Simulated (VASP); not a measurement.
Wanted: the native input for a VASP 6.6.1 run.

```yaml
Task: single point
Functional: PBE
Potentials_or_basis: VASP PAW PBE potentials, release 64 (Te, Mo_sv)
Cutoff: 520 eV
k_mesh: 7 × 7 × 1
Occupations: fermi-dirac, width 0.05 eV
Spin: no spin polarisation
Dipole_correction: no
Further_INCAR_settings: ALGO = Normal; EDIFF = 1e-06; NBANDS = 64
```

The structure of Te2Mo lies in POSCAR:

```
Te2Mo
1.0
    3.2428271998      0.0000000000      0.0000000000
   -1.6214135999      2.8083707351      0.0000000000
    0.0000000000      0.0000000000     25.0762191777
Te Mo
8 4
Direct
    0.3333333333      0.6666666667      0.4486647975
    0.3333333333      0.6666666667      0.9486591627
    0.6666666667      0.3333333333      0.1986744311
    0.6666666667      0.3333333333      0.6986557397
    0.6666666667      0.3333333333      0.0513408373
    0.6666666667      0.3333333333      0.5513352025
    0.3333333333      0.6666666667      0.3013442603
    0.3333333333      0.6666666667      0.8013255689
    0.6666666667      0.3333333333      0.3750047795
    0.6666666667      0.3333333333      0.8749939355
    0.3333333333      0.6666666667      0.1250060645
    0.3333333333      0.6666666667      0.6249952205
```

The input as run:

INCAR

```
SYSTEM = Te2Mo
ALGO = Normal ; EDIFF = 1E-6
ENCUT = 520 ; GGA = PE
ISIF = 2 ; ISMEAR = -1
LASPH = .TRUE. ; LCHARG = .FALSE.
LREAL = .FALSE. ; LWAVE = .FALSE.
NBANDS = 64 ; NELM = 60
PREC = Accurate ; SIGMA = 0.05
```

KPOINTS

```
k-points
0
G
  7 7 1
  0 0 0
```

Potentials or basis: VASP PAW PBE potentials, release 64 (Te, Mo_sv).

Command:

```console
$ cat potpaw_PBE.64/Te/POTCAR potpaw_PBE.64/Mo_sv/POTCAR > POTCAR
$ mpirun -np 1 vasp_std > vasp.out
```

It gave:

```
Pressure               : 30.0 GPa
Largest force          : 0.017 eV/Å
Band gap on the k mesh : zero (bands 52 and 53 overlap by 0.67 eV)
```

Caveat: the cell stands under pressure; spin-orbit coupling is left out, which moves the levels of the heavy elements.

Wall time 3.3 min on 1 thread of AMD EPYC 7R13 Processor (Zen 3), with other jobs on the host, peak memory 0.33 GiB.
